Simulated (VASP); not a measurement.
A run of VASP 6.6.1 is set up as follows.

Contents of INCAR:

```
SYSTEM = BaHfO3
ALGO = Normal
EDIFF = 1E-6
ENCUT = 600
GGA = PS
GGA_COMPAT = .False.
ISIF = 2
ISMEAR = 0
LASPH = .True.
LCHARG = .False.
LREAL = .False.
LWAVE = .False.
NBANDS = 27
NELM = 120
PREC = Accurate
SIGMA = 0.02
```

The input KPOINTS:

```
k-points
0
Gamma
  6 6 6
  0 0 0
```

File POSCAR:

```
BaHfO3
1.0
    4.1469549019      0.0000000000      0.0000000000
    0.0000000000      4.1469549019      0.0000000000
    0.0000000000      0.0000000000      4.1469549019
Ba Hf O
1 1 3
Direct
    0.0000000000      0.0000000000      0.0000000000
    0.5000000000      0.5000000000      0.5000000000
    0.5000000000      0.5000000000      0.0000000000
    0.0000000000      0.5000000000      0.5000000000
    0.5000000000      0.0000000000      0.5000000000
```

Potentials or basis: VASP PAW PBE potentials, release 64 (Ba_sv, Hf_pv, O).

Launch:

```console
$ cat potpaw_PBE.64/Ba_sv/POTCAR potpaw_PBE.64/Hf_pv/POTCAR potpaw_PBE.64/O/POTCAR > POTCAR
$ mpirun -np 1 vasp_std > vasp.out
```

Task: What does it give for the band gap on the k mesh?

Result: 3.51 eV (least direct gap 3.70 eV).

Task: Predict the pressure.

Result: 0.8 GPa.

Caveat: the PAW data sets were made with another functional, which shifts forces and pressure a little; spin-orbit coupling is left out, which moves the levels of the heavy elements. A k mesh can miss the band edges.
